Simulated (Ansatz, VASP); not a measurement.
# One calculation of Mg2Sn, two programs

```
CELL_PARAMETERS angstrom
0.00000 3.44578 3.44578
3.44578 0.00000 3.44578
3.44578 3.44578 0.00000
ATOMIC_POSITIONS crystal
Mg 0.25000 0.25000 0.25000
Mg 0.75000 0.75000 0.75000
Sn 0.00000 0.00000 0.00000
```

Change from the starting cell: volume scaled by 1.06.

Alike in both runs: task single point; functional LDA; k mesh 11 × 11 × 11; occupations fermi-dirac, width 0.08 eV; no spin polarisation.

```csv
,VASP,Ansatz
version,VASP 6.6.1,Ansatz 0.2.0
potentials or method,"VASP PAW LDA potentials, release 64 (Mg, Sn_d), cutoff 600 eV","all-electron LAPW, scalar-relativistic"
```

```csv
,VASP,Ansatz,Ansatz less VASP
pressure (GPa),-4.0,-3.8,+0.23
```

LDA's correlation is that of Perdew and Zunger in VASP and of Perdew and Wang (1992) in Ansatz. Ansatz ran all-electron here, and VASP with PAW potentials.
